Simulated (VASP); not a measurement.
# Al16SiN15 (a cell with a defect) (Si_N) in VASP: notebook

Runs on Al16SiN15 (a cell with a defect) (Si_N). Level: PBE. Tasks: single point.

Program: VASP 6.6.1. These are calculated values, not measurements. Logs are shortened: lines on timing, memory, paths and dates and some standing lists are left out, and cuts for length are marked.

## Step 1: The cell of the first run

The cell holds a defect, 32 atoms: a = 6.260 Å, b = 6.260 Å, c = 10.035 Å, α = 90.00°, β = 90.00°, γ = 120.00°.

## Step 2: Single point, PBE

INCAR reads:

```
SYSTEM = Al16SiN15
PREC = Accurate
ENCUT = 520
EDIFF = 1E-6
ISMEAR = 0
SIGMA = 0.01
LREAL = Auto
LASPH = .TRUE.
NELM = 100
ALGO = Normal
ISIF = 2
LWAVE = .FALSE.
LCHARG = .TRUE.
GGA = PE
LELF = .TRUE.
LVHAR = .TRUE.
NBANDS = 86
NELECT = 128.0
```

KPOINTS reads:

```
Automatic mesh
0
Gamma
  1 1 1
  0.25 0.25 0.25
```

POSCAR reads:

```
Al16SiN15
1.0
    6.2595139307      0.0000000618      0.0000000000
   -3.1297570188      5.4208980485      0.0000000000
    0.0000000000      0.0000000000     10.0348065100
Al N Si
16 15 1
Direct
    0.3336931395      0.1631284685      0.2525980212
    0.1651006957      0.3319998297      0.4982025374
    0.3284038448      0.1683836797      0.7557312252
    0.1645140858      0.3324748287      1.0074409029
    0.3339261141      0.6704996726      0.2522888334
    0.1939724828      0.8479563969      0.5142930607
    0.3283888198      0.6599763780      0.7556108925
    0.1682618357      0.8342603246      0.9922254117
    0.8263765454      0.1630446409      0.2522168709
    0.6496001443      0.3036584054      0.5142194990
    0.8369389601      0.1686074813      0.7556908990
    0.6623814943      0.3285211060      0.9922302843
    0.8313117887      0.6654504168      0.2122141665
    0.6484290080      0.8487698736      0.5142954499
    0.8308326431      0.6661049415      0.7384534598
    0.6618449375      0.8350956542      0.9926648866
    0.3315535993      0.1661444971      0.4424612585
    0.1657734170      0.3312175686      0.1956334304
    0.3263500049      0.1701932132      0.9407678701
    0.1655472996      0.3311054221      0.6898918678
    0.3304658647      0.6700748125      0.4424969266
    0.1779982793      0.8369169095      0.1770016869
    0.3257657332      0.6590872511      0.9406023314
    0.1771046098      0.8371993916      0.7032923033
    0.8269923792      0.1666233372      0.4423782208
    0.6598576678      0.3189878961      0.1769949811
    0.8377338458      0.1711726256      0.9407123803
    0.6596400528      0.3197008116      0.7032984199
    0.6598069790      0.8368967576      0.1778082760
    0.8292248387      0.6674504732      0.9367165167
    0.6598068639      0.8372385977      0.7028091981
    0.8299398707      0.6679304669      0.4309145289
```

Potentials or basis: VASP PAW PBE potentials, release 64 (Al, N, Si).

On the command line:

```bash
> cat potpaw_PBE.64/Al/POTCAR potpaw_PBE.64/N/POTCAR potpaw_PBE.64/Si/POTCAR > POTCAR
> mpirun -np 1 vasp_std > vasp.out
```

OUTCAR:

```text
SYSTEM = Al16SiN15
   PREC = Accurate
   ENCUT = 520
   EDIFF = 1E-6
   ISMEAR = 0
   LREAL = Auto
   LASPH = .TRUE.
   NELM = 100
   ISIF = 2
   GGA = PE
   NELECT = 128.0

 ion  position               nearest neighbor table
   1  0.334  0.163  0.253-  17 1.91  18 1.91  26 1.92  22 1.92   4 3.07   2 3.07   9 3.08   5 3.08
                             6 3.13  10 3.14  13 3.16  13 3.16  12 3.16   8 3.16   5 3.18   9 3.18
   2  0.165  0.332  0.498-  17 1.89  21 1.92  25 1.92  20 1.92   1 3.07   5 3.08   9 3.08   6 3.13
                            10 3.13   3 3.13   7 3.14  11 3.14  14 3.14  14 3.14  10 3.15   6 3.15
   3  0.328  0.168  0.756-  19 1.86  24 1.87  28 1.87  20 1.88  12 2.99   6 2.99   8 2.99  10 2.99
                            11 3.08   7 3.08   4 3.09   2 3.13  15 3.13  15 3.14   7 3.18  11 3.18
   4  0.165  0.332  0.007-  19 1.88  18 1.89  23 1.89  27 1.89   9 3.06   5 3.07   1 3.07  11 3.09
                             7 3.09   3 3.09  12 3.13   8 3.13  16 3.13  16 3.13   8 3.13  12 3.13
   5  0.334  0.670  0.252-  22 1.90  21 1.91  29 1.92  18 1.93   4 3.07   2 3.08   9 3.08   1 3.08
                            14 3.14   6 3.14  16 3.15  13 3.16  13 3.16   8 3.16   1 3.18   9 3.18
   6  0.194  0.848  0.514-  21 1.85  17 1.87  24 1.90  32 2.14  14 2.84  10 2.85   3 2.99  15 2.99
                             7 2.99   2 3.13   1 3.13   5 3.14   2 3.15
   7  0.328  0.660  0.756-  23 1.86  24 1.86  31 1.87  20 1.90  14 2.98   8 2.99  16 2.99   6 2.99
                            11 3.08   3 3.08   4 3.09  15 3.13   2 3.14  15 3.14   3 3.18  11 3.18
   8  0.168  0.834  0.992-  22 1.85  23 1.88  19 1.89  30 1.92  13 2.87   3 2.99   7 2.99  16 3.09
                            12 3.09   4 3.13   4 3.13  15 3.14   5 3.16   1 3.16  12 3.17  16 3.17
   9  0.826  0.163  0.252-  26 1.90  25 1.91  29 1.92  18 1.93   4 3.06   2 3.08   5 3.08   1 3.08
[... 15 lines left out ...]
  17  0.332  0.166  0.442-  10 1.87   6 1.87   2 1.89   1 1.91
  18  0.166  0.331  0.196-   4 1.89   1 1.91   5 1.93   9 1.93
  19  0.326  0.170  0.941-   3 1.86   4 1.88   8 1.89  12 1.89
  20  0.166  0.331  0.690-   3 1.88  11 1.90   7 1.90   2 1.92
  21  0.330  0.670  0.442-   6 1.85  14 1.87   5 1.91   2 1.92
  22  0.178  0.837  0.177-   8 1.85   5 1.90  13 1.91   1 1.92
  23  0.326  0.659  0.941-   7 1.86   8 1.88   4 1.89  16 1.90
  24  0.177  0.837  0.703-   7 1.86   3 1.87   6 1.90  15 1.91
  25  0.827  0.167  0.442-  10 1.85  14 1.87   9 1.91   2 1.92
  26  0.660  0.319  0.177-  12 1.85   9 1.90  13 1.91   1 1.92
  27  0.838  0.171  0.941-  11 1.86  12 1.88   4 1.89  16 1.90
  28  0.660  0.320  0.703-  11 1.86   3 1.87  10 1.90  15 1.91
  29  0.660  0.837  0.178-  16 1.86  13 1.89   5 1.92   9 1.92
  30  0.829  0.667  0.937-  16 1.90  12 1.92   8 1.92  15 1.99
  31  0.660  0.837  0.703-  11 1.87   7 1.87  15 1.89  14 1.90
  32  0.830  0.668  0.431-  14 2.14   6 2.14  10 2.14  13 2.19  15 3.09

  LATTYP: Found a hexagonal cell.
 ALAT       =     6.2595139307
 C/A-ratio  =     1.6031287127

  Lattice vectors:

 A1 = (   6.2595139307,   0.0000000618,   0.0000000000)
 A2 = (  -3.1297570188,   5.4208980485,   0.0000000000)
 A3 = (   0.0000000000,   0.0000000000,  10.0348065100)

Analysis of symmetry for initial positions (statically):
=====================================================================
 Subroutine PRICEL returns:
 Original cell was already a primitive cell.

 Routine SETGRP: Setting up the symmetry group for a
 hexagonal supercell.

 Subroutine GETGRP returns: Found  1 space group operations
 (whereof  1 operations were pure point group operations)
 out of a pool of 24 trial point group operations.

The static configuration has the point symmetry C_1 .

Analysis of symmetry for dynamics (positions and initial velocities):
=====================================================================
 Subroutine PRICEL returns:
 Original cell was already a primitive cell.

 Routine SETGRP: Setting up the symmetry group for a
 hexagonal supercell.

 Subroutine GETGRP returns: Found  1 space group operations
 (whereof  1 operations were pure point group operations)
 out of a pool of 24 trial point group operations.

The dynamic configuration has the point symmetry C_1 .

 Subroutine INISYM returns: Found  1 space group operations
 (whereof  1 operations are pure point group operations),
 and found     1 'primitive' translations

----------------------------------------------------------------------------------------

                                     Primitive cell

  volume of cell :     340.5029

  direct lattice vectors                    reciprocal lattice vectors
     6.259513931  0.000000062  0.000000000     0.159756813  0.092235641  0.000000000
    -3.129757019  5.420898048  0.000000000    -0.000000002  0.184471279  0.000000000
     0.000000000  0.000000000 10.034806510     0.000000000  0.000000000  0.099653142
[... 85 lines left out ...]
    -0.000000002  0.184471279  0.000000000     0.000000000  1.000000000  0.000000000
     0.000000000  0.000000000  0.099653142     0.000000000  0.000000000  1.000000000

  Length of vectors
     0.184471279  0.184471279  0.099653142

  Shift w.r.t. Gamma in fractional coordinates (k-lattice)
     0.250000000  0.250000000  0.250000000

 Subroutine IBZKPT returns following result:
 ===========================================

 Found      6 irreducible k-points:

 Following reciprocal coordinates:
            Coordinates               Weight
  0.250000  0.250000  0.250000      2.000000
 -0.250000  0.500000  0.250000      2.000000
  0.500000  0.250000  0.250000      2.000000
 -0.250000 -0.250000  0.250000      2.000000
  0.250000  0.500000  0.250000      2.000000
  0.500000 -0.250000  0.250000      2.000000
   k-points           NKPTS =      6   k-points in BZ     NKDIM =      6   number of bands    NBANDS=     86
   number of dos      NEDOS =    301   number of ions     NIONS =     32
   total plane-waves  NPLWV = 184320
   dimension x,y,z NGX =    48 NGY =   48 NGZ =   80
   dimension x,y,z NGXF=    96 NGYF=   96 NGZF=  160
   ions per type =              16  15   1
   NGX,Y,Z   is equivalent  to a cutoff of  12.75, 12.75, 13.25 a.u.
   NGXF,Y,Z  is equivalent  to a cutoff of  25.50, 25.50, 26.51 a.u.
 SYSTEM =  Al16SiN15
   PREC   = accura    normal or accurate (medium, high low for compatibility)
   ISTART =      0    job   : 0-new  1-cont  2-samecut
   ICHARG =      2    charge: 1-file 2-atom 10-const
   ISPIN  =      1    spin polarized calculation?
   LNONCOLLINEAR =      F non collinear calculations
   LSORBIT =      F    spin-orbit coupling
   LASPH  =      T    aspherical Exc in radial PAW
   ENCUT  =  520.0 eV  38.22 Ry    6.18 a.u.  11.64 11.64 18.66*2*pi/ulx,y,z
   NELM   =    100;   NELMIN=  2; NELMDL= -5     # of ELM steps
   EDIFF  = 0.1E-05   stopping-criterion for ELM
   LREAL  =      T    real-space projection
   EDIFFG = 0.1E-04   stopping-criterion for IOM
   NSW    =      0    number of steps for IOM
   IBRION =     -1    ionic relax: 0-MD 1-quasi-New 2-CG
   NFREE  =      0    steps in history (QN), initial steepest desc. (CG)
   ISIF   =      2    stress and relaxation
   ISYM   =      2    0-nonsym 1-usesym 2-fastsym
   POTIM  = 0.5000    time-step for ionic-motion
   TEBEG  =    0.0;   TEEND  =   0.0 temperature during run
   PSTRESS=    0.0 pullay stress
   NELECT =     128.0000    total number of electrons
   NUPDOWN=      -1.0000    fix difference up-down
   EMIN   =  10.00;   EMAX   =-10.00  energy-range for DOS
   EFERMI =   0.00;   METHOD = LEGACY
   ISMEAR =     0;   SIGMA  =   0.01  broadening in eV -4-tet -1-fermi 0-gaus
   EFERMI_NEDOS =   21; number of points for ismear=-14 and -15
   IALGO  =     38    algorithm
   IMIX   =      4    mixing-type and parameters
     AMIX     =   0.40;   BMIX     =  1.00
     AMIX_MAG =   1.60;   BMIX_MAG =  1.00
  volume/ion in A,a.u.               =      10.64        71.81
  Fermi-wavevector in a.u.,A,eV,Ry     =   1.181511  2.232733 18.993310  1.395969
  Thomas-Fermi vector in A             =   2.317783
   LORBIT       =      0    0 simple, 1 ext, 2 COOP (PROOUT), +10 PAW based schemes
   GGA     = PE    functional components
   LHFCALC =     F    Hartree Fock is set to
   AEXX    =    0.0000 exact exchange contribution
   IVDW    =     0    specifies the selected vdW correction
   LEPSILON=     F    determine dielectric tensor
   LRPA    =     F    only Hartree local field effects (RPA)
 non-spin polarized calculation
 Gauss-broadening in eV      SIGMA  =   0.01
  energy-cutoff  :      520.00
  volume of cell :      340.50
 maximum number of plane-waves:      9148
 NGX is ok and might be reduce to    48
   NGX = 23   NGY = 23   NGZ = 37

 number of electron     127.9999993 magnetization

 Free energy of the ion-electron system (eV)
  ---------------------------------------------------
  ext. energy  EPLUGINS =         0.00000000
  ---------------------------------------------------
  free energy    TOTEN  =      -221.04646392 eV

  energy without entropy =     -221.04646392  energy(sigma->0) =     -221.04646392

 E-fermi :   8.3862     XC(G=0): -10.9729

 val. band max:        8.3379710364   @ k =  -0.2500  -0.2500   0.2500
 cond. band min:      10.9669427314   @ k =   0.5000  -0.2500   0.2500
 fundamental gap:      2.6289716950
 Fermi energy:         8.3862146695

 k-point     1 :       0.2500    0.2500    0.2500
  band No.  band energies     occupation
      1      -8.5786      2.00000
      2      -8.0277      2.00000
      3      -7.9612      2.00000
      4      -7.8602      2.00000
      5      -7.4941      2.00000
      6      -7.3806      2.00000
[... 463 lines left out ...]
     75      13.2127      0.00000
     76      13.3293      0.00000
 [bands above 76 left out]

------------------------ aborting loop because EDIFF is reached ----------------------------------------

  FORCE on cell =-STRESS in cart. coord.  units (eV):
  Direction    XX          YY          ZZ          XY          YZ          ZX
  --------------------------------------------------------------------------------------
  -------------------------------------------------------------------------------------
  Total       31.9725916     29.5029908     39.8682033     -2.0797950      0.1423080     -0.2146217
  in kB      150.4414697    138.8211924    187.5928973     -9.7861139      0.6696056     -1.0098649
  external PRESSURE =     158.9518531 kB  Pullay stress =       0.0000000 kB

 VOLUME and BASIS-vectors are now :
 -----------------------------------------------------------------------------
  energy-cutoff  :      520.00
  volume of cell :      340.50
      direct lattice vectors                 reciprocal lattice vectors
     6.259513931  0.000000062  0.000000000     0.159756813  0.092235641  0.000000000
    -3.129757019  5.420898048  0.000000000    -0.000000002  0.184471279  0.000000000
     0.000000000  0.000000000 10.034806510     0.000000000  0.000000000  0.099653142

 POSITION                                       TOTAL-FORCE (eV/Angst)
 -----------------------------------------------------------------------------------
      1.57820      0.88430      2.53477         0.119895     -0.068191     -0.061201
     -0.00563      1.79974      4.99937        -0.244740      0.133675      0.010768
      1.52865      0.91279      7.58362         0.118955     -0.068726      0.019323
     -0.01079      1.80231      0.07467        -0.101371      0.053383     -0.003319
     -0.00829      3.63471      2.53167         0.080545     -0.068105      0.046650
     -1.43972      4.59669      5.16083        -0.113971      0.074059      0.025503
[... 24 lines left out ...]
      1.50972      4.53859      7.05255        -0.204165      0.113521      0.069563
      3.10456      3.62078      4.32414         0.083655     -0.061719     -0.015096
 -----------------------------------------------------------------------------------
    total drift:                               -0.004658     -0.004783      0.018045

  FREE ENERGIE OF THE ION-ELECTRON SYSTEM (eV)
  ---------------------------------------------------
  free  energy   TOTEN  =      -221.0464639189 eV

  energy  without entropy=     -221.0464639189  energy(sigma->0) =     -221.04646392
```

Run time: 5.7 min. Hardware: 1 thread of Intel Xeon Platinum 8259CL at 2.50GHz (Skylake/Cascade Lake), shared host; peak memory 0.48 GiB.

What came out:

```yaml
Free_energy: -221.0465 eV
Largest_force: 0.283 eV/Å
```

Forces in eV/Å, atoms in the order of the input:
```
Al   0.120 -0.068 -0.061
Al  -0.245  0.134  0.011
Al   0.119 -0.069  0.019
Al  -0.101  0.053 -0.003
Al   0.081 -0.068  0.047
Al  -0.114  0.074  0.026
Al   0.127 -0.068 -0.004
Al  -0.125  0.090  0.006
Al   0.101 -0.041  0.046
Al  -0.117  0.068  0.027
Al   0.121 -0.085 -0.001
Al  -0.143  0.057  0.003
Al   0.187 -0.101  0.017
Al  -0.097  0.053 -0.022
Al   0.158 -0.097 -0.006
Al  -0.119  0.062  0.007
N    0.239 -0.151  0.010
N   -0.144  0.076 -0.005
N    0.136 -0.068 -0.022
N   -0.152  0.104 -0.004
N    0.198 -0.136 -0.023
N   -0.189  0.101  0.045
N    0.203 -0.073  0.001
N   -0.186  0.100 -0.039
N    0.218 -0.090 -0.013
N   -0.175  0.103  0.050
N    0.170 -0.139 -0.008
N   -0.185  0.126 -0.046
N   -0.180  0.116 -0.113
N    0.217 -0.117  0.003
N   -0.204  0.114  0.070
Si   0.084 -0.062 -0.015
```

Caveat: the k points lie up to 1.16 Å⁻¹ apart; the cell carries a net charge on a neutralising background, which shifts energy and pressure; the cell is charged against a uniform background, so pressure and absolute levels hang on convention.

[end of part 1 of 2]
